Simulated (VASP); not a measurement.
# HPt6 in VASP: notebook, part 2 of 3

VASP 6.6.1. The steps go on from the part before.

## Step 4: Single point, PBE

INCAR reads:

```
SYSTEM = HPt6
ALGO = Normal
DIPOL = 0.5 0.5 0.303
EDIFF = 1E-6
ENCUT = 520
GGA = PE
IDIPOL = 3
ISIF = 2
ISMEAR = 0
LASPH = .True.
LCHARG = .True.
LDIPOL = .True.
LELF = .True.
LREAL = .False.
LVACPOTAV = .True.
LVHAR = .True.
LWAVE = .False.
NBANDS = 74
NELM = 100
PREC = Accurate
SIGMA = 0.1
```

KPOINTS reads:

```
k-points
0
Gamma
  5 5 1
  0 0 0
```

POSCAR reads:

```
HPt6
1.0
    5.6143281343      0.0000000000      0.0000000000
    0.0000000000      5.6143281343      0.0000000000
    0.0000000000      0.0000000000     21.8513792319
Pt H
12 2
Direct
    0.2500000000      0.2500000000      0.1830548066
    0.2500000000      0.7500000000      0.1830548066
    0.7500000000      0.2500000000      0.1830548066
    0.7500000000      0.7500000000      0.1830548066
    0.0000000000      0.0000000000      0.2712126041
    0.0000000000      0.5000000000      0.2712126041
    0.5000000000      0.0000000000      0.2712126041
    0.5000000000      0.5000000000      0.2712126041
    0.2500000000      0.2500000000      0.3593081768
    0.2500000000      0.7500000000      0.3593081768
    0.7500000000      0.2500000000      0.3593081768
    0.7500000000      0.7500000000      0.3593081768
   -0.0667933885      0.0000000000      0.4965992818
    0.0667933885      0.0000000000      0.4965992818
```

Potentials or basis: VASP PAW PBE potentials, release 64 (Pt, H).

Started as:

```bash
cat potpaw_PBE.64/Pt/POTCAR potpaw_PBE.64/H/POTCAR > POTCAR
mpirun -np 1 vasp_std > vasp.out
```

OUTCAR:

```text
SYSTEM = HPt6
   EDIFF = 1E-6
   ENCUT = 520
   GGA = PE
   ISIF = 2
   ISMEAR = 0
   LASPH = .True.
   LREAL = .False.
   NELM = 100
   PREC = Accurate

 ion  position               nearest neighbor table
   1  0.250  0.250  0.183-   5 2.77   6 2.77   7 2.77   8 2.77   2 2.81   3 2.81   2 2.81   3 2.81

   2  0.250  0.750  0.183-   5 2.77   6 2.77   7 2.77   8 2.77   1 2.81   4 2.81   1 2.81   4 2.81

   3  0.750  0.250  0.183-   5 2.77   6 2.77   7 2.77   8 2.77   1 2.81   4 2.81   4 2.81   1 2.81
[... 15 lines left out ...]
  11  0.750  0.250  0.359-   5 2.77   6 2.77   7 2.77   8 2.77   9 2.81  12 2.81  12 2.81   9 2.81

  12  0.750  0.750  0.359-   5 2.77   6 2.77   7 2.77   8 2.77  10 2.81  11 2.81  11 2.81  10 2.81

  13  0.933  0.000  0.497-  14 0.75
  14  0.067  0.000  0.497-  13 0.75

  LATTYP: Found a simple tetragonal cell.
 ALAT       =     5.6143281343
 C/A-ratio  =     3.8920737636

  Lattice vectors:

 A1 = (   5.6143281343,   0.0000000000,   0.0000000000)
 A2 = (   0.0000000000,   5.6143281343,   0.0000000000)
 A3 = (   0.0000000000,   0.0000000000,  21.8513792319)

Analysis of symmetry for initial positions (statically):
=====================================================================
 Subroutine PRICEL returns:
 Original cell was already a primitive cell.

 Routine SETGRP: Setting up the symmetry group for a
 simple tetragonal supercell.

 Subroutine GETGRP returns: Found  4 space group operations
 (whereof  4 operations were pure point group operations)
 out of a pool of 16 trial point group operations.

The static configuration has the point symmetry C_2v.

Analysis of symmetry for dynamics (positions and initial velocities):
=====================================================================
 Subroutine PRICEL returns:
[... 153 lines left out ...]
 NGX is ok and might be reduce to    42
   NGX = 21   NGY = 21   NGZ = 81

 dipolmoment           0.000000      0.000000      0.000560 electrons x Angstroem

 number of electron     122.0000012 magnetization

 dipolmoment           0.000000      0.000000     -0.016356 electrons x Angstroem

 Free energy of the ion-electron system (eV)
  ---------------------------------------------------
  ext. energy  EPLUGINS =         0.00000000
  ---------------------------------------------------
  free energy    TOTEN  =       -72.72613230 eV

  energy without entropy =      -72.60797992  energy(sigma->0) =      -72.66705611

 E-fermi :  -1.1912     XC(G=0):  -4.6567

 val. band max:       -1.2035871359   @ k =   0.4000   0.4000   0.0000
 cond. band min:      -1.1899207075   @ k =   0.2000   0.2000   0.0000
 fundamental gap:      0.0136664284
 Fermi energy:        -1.1912029898

 k-point     1 :       0.0000    0.0000    0.0000
  band No.  band energies     occupation
      1     -10.0411      2.00000
      2      -7.6480      2.00000
      3      -7.6474      2.00000
      4      -7.5403      2.00000
      5      -7.4130      2.00000
      6      -7.4128      2.00000
[... 673 lines left out ...]
     72       2.3491      0.00000
     73       3.1402      0.00000
 [bands above 73 left out]

------------------------ aborting loop because EDIFF is reached ----------------------------------------

  FORCE on cell =-STRESS in cart. coord.  units (eV):
  Direction    XX          YY          ZZ          XY          YZ          ZX
  --------------------------------------------------------------------------------------
  -------------------------------------------------------------------------------------
  Total      -13.1914148    -13.2197297     -0.0121238      0.0000000      0.0000000      0.0000000
  in kB      -30.6850984    -30.7509629     -0.0282018      0.0000000      0.0000000      0.0000000
  external PRESSURE =     -20.4880877 kB  Pullay stress =       0.0000000 kB

 VOLUME and BASIS-vectors are now :
 -----------------------------------------------------------------------------
  energy-cutoff  :      520.00
  volume of cell :      688.77
      direct lattice vectors                 reciprocal lattice vectors
     5.614328134  0.000000000  0.000000000     0.178115703  0.000000000  0.000000000
     0.000000000  5.614328134  0.000000000     0.000000000  0.178115703  0.000000000
     0.000000000  0.000000000 21.851379232     0.000000000  0.000000000  0.045763702

 POSITION                                       TOTAL-FORCE (eV/Angst)
 -----------------------------------------------------------------------------------
      1.40358      1.40358      4.00000        -0.002837     -0.001361      0.010384
      1.40358      4.21075      4.00000        -0.002837      0.001361      0.010384
      4.21075      1.40358      4.00000         0.002837     -0.001361      0.010384
      4.21075      4.21075      4.00000         0.002837      0.001361      0.010384
      0.00000      0.00000      5.92637         0.000000      0.000000     -0.014005
      0.00000      2.80716      5.92637         0.000000      0.000000     -0.001713
      2.80716      0.00000      5.92637         0.000000      0.000000     -0.004943
      2.80716      2.80716      5.92637         0.000000      0.000000     -0.033911
      1.40358      1.40358      7.85138         0.006243      0.004525     -0.015574
      1.40358      4.21075      7.85138         0.006243     -0.004525     -0.015574
      4.21075      1.40358      7.85138        -0.006243      0.004525     -0.015574
      4.21075      4.21075      7.85138        -0.006243     -0.004525     -0.015574
      5.23933      0.00000     10.85138        -0.042283      0.000000      0.037667
      0.37500      0.00000     10.85138         0.042283     -0.000000      0.037667
 -----------------------------------------------------------------------------------
    total drift:                                0.000000      0.000000     -0.000169

  FREE ENERGIE OF THE ION-ELECTRON SYSTEM (eV)
  ---------------------------------------------------
  free  energy   TOTEN  =       -72.7261323047 eV

  energy  without entropy=      -72.6079799157  energy(sigma->0) =      -72.66705611

 vacuum level on the upper side and lower side of the slab         4.409         4.502
```

It took 17 min on 1 thread of Intel Xeon 6975P-C (Granite Rapids), shared host; peak memory 0.8 GiB.

Results:

```yaml
Free_energy: -72.7261 eV
Largest_force: 0.057 eV/Å
Band_gap_on_the_k_mesh: zero (bands 61 and 62 overlap by 0.16 eV)
```

Forces on the atoms (eV/Å):
```
Pt  -0.003 -0.001  0.010
Pt  -0.003  0.001  0.010
Pt   0.003 -0.001  0.010
Pt   0.003  0.001  0.010
Pt   0.000  0.000 -0.014
Pt   0.000  0.000 -0.002
Pt   0.000  0.000 -0.005
Pt   0.000  0.000 -0.034
Pt   0.006  0.005 -0.016
Pt   0.006 -0.005 -0.016
Pt  -0.006  0.005 -0.016
Pt  -0.006 -0.005 -0.016
H   -0.042  0.000  0.038
H    0.042  0.000  0.038
```

Levels at points of the mesh, in eV from the Fermi level:
```tsv
k point	band 57	band 58	band 59	band 60	band 61	band 62	band 63	band 64	band 65	band 66
(0.00, 0.00, 0.00)	0.04	0.04	0.08	0.14	0.14	0.34	0.79	0.80	0.83	0.84
```

Caveat: spin-orbit coupling is left out, which moves the levels of the heavy elements.

## Step 5: Single point, PBE

INCAR reads:

```
PREC     = Accurate       # precision mode
ENCUT    = 520            # plane-wave cutoff, eV
EDIFF    = 1E-6           # SCF threshold, eV
ISMEAR   = 0              # smearing method
SIGMA    = 0.1            # smearing width, eV
LREAL    = False          # projectors in reciprocal space
LASPH    = True           # aspherical terms in the spheres
NELM     = 100            # most SCF steps
ALGO     = Normal         # electronic algorithm
ISIF     = 2              # what is computed and relaxed
LWAVE    = False          # write WAVECAR
LCHARG   = False          # write CHGCAR
LDIPOL   = True         
IDIPOL   = 3            
DIPOL    = 0.5 0.5 0.289
GGA      = PE             # functional
NBANDS   = 74             # bands
```

KPOINTS reads:

```
regular mesh
0
Gamma
  5 5 1
```

Edit POSCAR of step 4 so:

```diff
@@ -20,3 +20,3 @@
     0.7500000000      0.7500000000      0.3593081768
-   -0.0667933885      0.0000000000      0.4965992818
-    0.0667933885      0.0000000000      0.4965992818
+   -0.1051773224      0.0000000000      0.3945462271
+    0.1051773224      0.0000000000      0.3945462271
```

Potentials or basis: VASP PAW PBE potentials, release 64 (Pt, H).

Started as:

```bash
cat potpaw_PBE.64/Pt/POTCAR potpaw_PBE.64/H/POTCAR > POTCAR
mpirun -np 1 vasp_std > vasp.out
```

OUTCAR:

```text
PREC = Accurate
   ENCUT = 520
   EDIFF = 1E-6
   ISMEAR = 0
   LREAL = False
   LASPH = True
   NELM = 100
   ISIF = 2
   GGA = PE

 ion  position               nearest neighbor table
   1  0.250  0.250  0.183-   5 2.77   6 2.77   7 2.77   8 2.77   2 2.81   3 2.81   2 2.81   3 2.81

   2  0.250  0.750  0.183-   5 2.77   6 2.77   7 2.77   8 2.77   1 2.81   4 2.81   1 2.81   4 2.81

   3  0.750  0.250  0.183-   5 2.77   6 2.77   7 2.77   8 2.77   1 2.81   4 2.81   4 2.81   1 2.81
[... 4 lines left out ...]
                             6 2.81   7 2.81   6 2.81   7 2.81
   6  0.000  0.500  0.271-   9 2.77  10 2.77  11 2.77  12 2.77   1 2.77   2 2.77   3 2.77   4 2.77
                             5 2.81   8 2.81   5 2.81   8 2.81
   7  0.500  0.000  0.271-   9 2.77  10 2.77  11 2.77  12 2.77   1 2.77   2 2.77   3 2.77   4 2.77
                             5 2.81   8 2.81   8 2.81   5 2.81
   8  0.500  0.500  0.271-   9 2.77  10 2.77  11 2.77  12 2.77   1 2.77   2 2.77   3 2.77   4 2.77
                             6 2.81   7 2.81   7 2.81   6 2.81
   9  0.250  0.250  0.359-  14 1.80   6 2.77   7 2.77   8 2.77   5 2.77  11 2.81  10 2.81  10 2.81
                            11 2.81
  10  0.250  0.750  0.359-  14 1.80   6 2.77   7 2.77   8 2.77   5 2.77  12 2.81   9 2.81   9 2.81
                            12 2.81
  11  0.750  0.250  0.359-  13 1.80   6 2.77   7 2.77   8 2.77   5 2.77  12 2.81   9 2.81  12 2.81
                             9 2.81
  12  0.750  0.750  0.359-  13 1.80   6 2.77   7 2.77   8 2.77   5 2.77  11 2.81  10 2.81  11 2.81
                            10 2.81
  13  0.895  0.000  0.395-  11 1.80  12 1.80
  14  0.105  0.000  0.395-   9 1.80  10 1.80

  LATTYP: Found a simple tetragonal cell.
 ALAT       =     5.6143281343
 C/A-ratio  =     3.8920737636

  Lattice vectors:

 A1 = (   5.6143281343,   0.0000000000,   0.0000000000)
 A2 = (   0.0000000000,   5.6143281343,   0.0000000000)
 A3 = (   0.0000000000,   0.0000000000,  21.8513792319)

Analysis of symmetry for initial positions (statically):
=====================================================================
 Subroutine PRICEL returns:
[... 179 lines left out ...]
  ---------------------------------------------------
  free energy    TOTEN  =       -72.98155151 eV

  energy without entropy =      -72.83389050  energy(sigma->0) =      -72.90772100

 E-fermi :  -1.1397     XC(G=0):  -4.5066

 val. band max:       -1.1410504787   @ k =   0.4000   0.4000   0.0000
 cond. band min:      -1.1322962333   @ k =   0.0000   0.0000   0.0000
 fundamental gap:      0.0087542453
 Fermi energy:        -1.1397102583

 k-point     1 :       0.0000    0.0000    0.0000
  band No.  band energies     occupation
      1     -10.9704      2.00000
      2      -9.4340      2.00000
      3      -7.7467      2.00000
      4      -7.6657      2.00000
      5      -7.6180      2.00000
      6      -7.4161      2.00000
[... 673 lines left out ...]
     72       2.9028      0.00000
     73       3.8009      0.00000
 [bands above 73 left out]

------------------------ aborting loop because EDIFF is reached ----------------------------------------

 vacuum level on the upper side and lower side of the slab       (xc-potential included)        -0.216        -0.109

  FORCE on cell =-STRESS in cart. coord.  units (eV):
  Direction    XX          YY          ZZ          XY          YZ          ZX
  --------------------------------------------------------------------------------------
  -------------------------------------------------------------------------------------
  Total       -8.2612573     -9.8117688      4.0929866      0.0000000      0.0000000      0.0000000
  in kB      -19.2168541    -22.8235635      9.5208664      0.0000000      0.0000000      0.0000000
  external PRESSURE =     -10.8398504 kB  Pullay stress =       0.0000000 kB

 VOLUME and BASIS-vectors are now :
 -----------------------------------------------------------------------------
  energy-cutoff  :      520.00
  volume of cell :      688.77
      direct lattice vectors                 reciprocal lattice vectors
     5.614328134  0.000000000  0.000000000     0.178115703  0.000000000  0.000000000
     0.000000000  5.614328134  0.000000000     0.000000000  0.178115703  0.000000000
     0.000000000  0.000000000 21.851379232     0.000000000  0.000000000  0.045763702

 POSITION                                       TOTAL-FORCE (eV/Angst)
 -----------------------------------------------------------------------------------
      1.40358      1.40358      4.00000        -0.024970      0.027580     -0.056978
      1.40358      4.21075      4.00000        -0.024970     -0.027580     -0.056978
      4.21075      1.40358      4.00000         0.024970      0.027580     -0.056978
      4.21075      4.21075      4.00000         0.024970     -0.027580     -0.056978
      0.00000      0.00000      5.92637        -0.000000      0.000000     -0.888189
      0.00000      2.80716      5.92637        -0.000000      0.000000     -0.383569
      2.80716      0.00000      5.92637        -0.000000      0.000000     -0.463177
      2.80716      2.80716      5.92637        -0.000000      0.000000      0.235920
      1.40358      1.40358      7.85138         0.155395      0.322994      0.266636
      1.40358      4.21075      7.85138         0.155395     -0.322994      0.266636
      4.21075      1.40358      7.85138        -0.155395      0.322994      0.266636
      4.21075      4.21075      7.85138        -0.155395     -0.322994      0.266636
      5.02383      0.00000      8.62138        -1.335736      0.000000      0.330192
      0.59050      0.00000      8.62138         1.335736      0.000000      0.330192
 -----------------------------------------------------------------------------------
    total drift:                                0.000000      0.000000     -0.000196

  FREE ENERGIE OF THE ION-ELECTRON SYSTEM (eV)
  ---------------------------------------------------
  free  energy   TOTEN  =       -72.9815515080 eV

  energy  without entropy=      -72.8338904999  energy(sigma->0) =      -72.90772100

 vacuum level on the upper side and lower side of the slab         4.266         4.373
```

Wall time 15 min (1 thread of Intel Xeon 6975P-C (Granite Rapids), shared host); peak memory 0.81 GiB.

Results:

- Free energy: -72.9816 eV
- Largest force: 1.376 eV/Å
- Band gap on the k mesh: zero (bands 61 and 62 overlap by 0.16 eV)

Forces in eV/Å, atoms in the order of the input:
```
Pt  -0.025  0.028 -0.057
Pt  -0.025 -0.028 -0.057
Pt   0.025  0.028 -0.057
Pt   0.025 -0.028 -0.057
Pt   0.000  0.000 -0.888
Pt   0.000  0.000 -0.384
Pt   0.000  0.000 -0.463
Pt   0.000  0.000  0.236
Pt   0.155  0.323  0.267
Pt   0.155 -0.323  0.267
Pt  -0.155  0.323  0.267
Pt  -0.155 -0.323  0.267
H   -1.336  0.000  0.330
H    1.336  0.000  0.330
```

Caveat: spin-orbit coupling is left out, which moves the levels of the heavy elements.

(Continued in part 3 of 3.)
